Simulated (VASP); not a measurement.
Write the native input for VASP 6.6.1 that does the following.

```yaml
Task: single point
Functional: LDA
Potentials_or_basis: VASP PAW LDA potentials, release 64 (Hf_pv, C)
Cutoff: 520 eV
k_mesh: 12 × 12 × 7
Occupations: methfessel-paxton, width 0.05 eV
Spin: no spin polarisation
Dipole_correction: no
Further_INCAR_settings: ALGO = Normal; EDIFF = 1e-07; NBANDS = 22
```

The structure of HfC lies in POSCAR:

```
HfC
1.0
    3.3428660000      0.0000000000      0.0000000000
   -1.6714330000      2.8950070000      0.0000000000
    0.0000000000      0.0000000000      5.2027140000
Hf C
2 2
Direct
    0.6666666667      0.3333333333      0.7500000000
    0.3333333333      0.6666666667      0.2500000000
    0.0000000000      0.0000000000      0.0000000000
    0.0000000000      0.0000000000      0.5000000000
```

These files were run (other wordings do the same):

INCAR

```
PREC     = Accurate       # precision mode
ENCUT    = 520            # plane-wave cutoff, eV
EDIFF    = 1E-7           # SCF threshold, eV
ISMEAR   = 1              # smearing method
SIGMA    = 0.05           # smearing width, eV
LREAL    = False          # projectors in reciprocal space
LASPH    = True           # aspherical terms in the spheres
NELM     = 80             # most SCF steps
ALGO     = Normal         # electronic algorithm
ISIF     = 2              # what is computed and relaxed
LWAVE    = False          # write WAVECAR
LCHARG   = True           # write CHGCAR
GGA      = CA             # functional
LELF     = True           # ELF
LVHAR    = True         
NBANDS   = 22             # bands
```

KPOINTS

```
Automatic mesh
0
Gamma
  12 12 7
```

Potentials or basis: VASP PAW LDA potentials, release 64 (Hf_pv, C).

The run is started by

```console
$ cat potpaw_LDA.64/Hf_pv/POTCAR potpaw_LDA.64/C/POTCAR > POTCAR
$ mpirun -np 1 vasp_std > vasp.out
```

It gave:

```yaml
Pressure: -12.5 GPa
Band_gap_on_the_k_mesh: zero (bands 14 and 15 overlap by 1.20 eV)
```

Caveat: the cell stands under tension; spin-orbit coupling is left out, which moves the levels of the heavy elements.

Wall time 3.2 min on 1 thread of Intel Xeon 8259CL (shared host), peak memory 0.21 GiB.
